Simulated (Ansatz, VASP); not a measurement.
# PbO2: VASP beside Ansatz

Contents of INCAR:

```
SYSTEM = PbO2
PREC = Accurate ; ENCUT = 600
EDIFF = 1E-7 ; ISMEAR = -1
SIGMA = 0.05 ; LREAL = .FALSE.
LASPH = .TRUE. ; NELM = 60
ALGO = Normal ; ISIF = 3
LWAVE = .FALSE. ; LCHARG = .FALSE.
GGA = B5 ; ALDAX = 1.0
AGGAX = 1.0 ; AGGAC = 1.0
ALDAC = 0.0 ; IVDW = 12
VDW_S6 = 1.0 ; VDW_S8 = 2.6996
VDW_A1 = 0.4298 ; VDW_A2 = 4.2359
IBRION = 2 ; NSW = 60
EDIFFG = -0.01
```

Contents of KPOINTS:

```
regular mesh
0
G
  9 9 9
  0 0 0
```

Contents of POSCAR:

```
PbO2
1.0
    0.0000000000      2.7019920000      2.7019920000
    2.7019920000      0.0000000000      2.7019920000
    2.7019920000      2.7019920000      0.0000000000
Pb O
1 2
Direct
    0.0000000000      0.0000000000      0.0000000000
    0.7500000000      0.7500000000      0.7500000000
    0.2500000000      0.2500000000      0.2500000000
```

input.yaml

```yaml
crystal:
  lattice:
    - [0.0, 2.701992, 2.701992]
    - [2.701992, 0.0, 2.701992]
    - [2.701992, 2.701992, 0.0]
  atoms:
    - { symbol: Pb, position: [0.0, 0.0, 0.0] }
    - { symbol: O, position: [0.75, 0.75, 0.75] }
    - { symbol: O, position: [0.25, 0.25, 0.25] }
hamiltonian:
  xc: blyp
  pseudopotentials: { kind: paw }
  dispersion: d3bj
kpoints:
  mp_grid: { grid: [9, 9, 9] }
scf:
  occupations: { method: fermi_dirac, width: 0.05 }
output:
  forces: true
  stress: true
  eigenvalues: true
relax:
  f_tol: 0.01
  max_steps: 40
  cell: { stress_tol: 0.05 }
```

Alike in both runs: task relaxation of cell and atoms; functional BLYP; dispersion D3(BJ); k mesh 9 × 9 × 9; occupations fermi-dirac, width 0.05 eV; no spin polarisation.

|  | VASP | Ansatz |
| --- | --- | --- |
| version | VASP 6.6.1 | Ansatz 0.2.0 |
| potentials or method | VASP PAW PBE potentials, release 64 (Pb_d, O) | Ansatz PAW |
| plane-wave cutoff (eV) | 600 | 420 |
| valence electrons in the cell | 26 | 26 |

VASP gave:

| Item | Value |
| --- | --- |
| gap on the k mesh at the Fermi level, each at its own relaxed structure (eV) | none |
| relaxed volume (Å³/atom) | 13.20 |
| relaxed cell length with the largest relative difference (Å) | 3.826 |

Task: Which values does Ansatz return?

Result: gap on the k mesh at the Fermi level, each at its own relaxed structure (eV): none; relaxed volume (Å³/atom): 13.18; relaxed cell length with the largest relative difference (Å): 3.824.

VASP's potentials were made for PBE, not for BLYP. A gap of «none» marks a metal or a gap that the smearing closes.

Neither program's run includes spin-orbit coupling. Noted on Ansatz's run: the plane-wave basis is chosen anew once the cell has moved, so the energies of steps on either side of that aren't comparable.
